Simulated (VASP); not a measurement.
Wanted: the native input for a VASP 6.6.1 run.

- Task: single point
- Functional: PBE
- Potentials or basis: VASP PAW PBE potentials, release 64 (C)
- Cutoff: 520 eV
- k mesh: 24 × 24 × 24
- Occupations: fermi-dirac, width 0.03 eV
- Spin: no spin polarisation
- Dipole correction: no
- Further INCAR settings: ALGO = Normal; EDIFF = 1e-07; NBANDS = 11

The structure of C lies in POSCAR:

```
C
1.0
    1.2280263465      0.7090013417      3.3470108394
   -1.2280263465      0.7090013417      3.3470108394
    0.0000000000     -1.4180026834      3.3470108394
C
2
Direct
    0.1640000000      0.1640000000      0.1640000000
    0.8360000000      0.8360000000      0.8360000000
```

These files were run (other wordings do the same):

INCAR

```
ALGO     = Normal         # electronic algorithm
EDIFF    = 1E-7           # SCF threshold, eV
ENCUT    = 520            # plane-wave cutoff, eV
GGA      = PE             # functional
ISIF     = 2              # what is computed and relaxed
ISMEAR   = -1             # smearing method
LASPH    = True           # aspherical terms in the spheres
LCHARG   = False          # write CHGCAR
LREAL    = False          # projectors in reciprocal space
LWAVE    = False          # write WAVECAR
NBANDS   = 11             # bands
NELM     = 80             # most SCF steps
PREC     = Accurate       # precision mode
SIGMA    = 0.03           # smearing width, eV
```

KPOINTS

```
k-points
0
Gamma
  24 24 24
```

Potentials or basis: VASP PAW PBE potentials, release 64 (C).

Launch:

```bash
$ cat potpaw_PBE.64/C/POTCAR > POTCAR
$ mpirun -np 1 vasp_std > vasp.out
```

Results of the run:

```json
{
 "Pressure": "4.8 GPa",
 "Largest force": "0.867 eV/Å",
 "Band gap on the k mesh": "0.58 eV, direct"
}
```

Wall time 13 min on 1 thread of AMD EPYC 7R13, with other jobs on the host, peak memory 0.29 GiB.
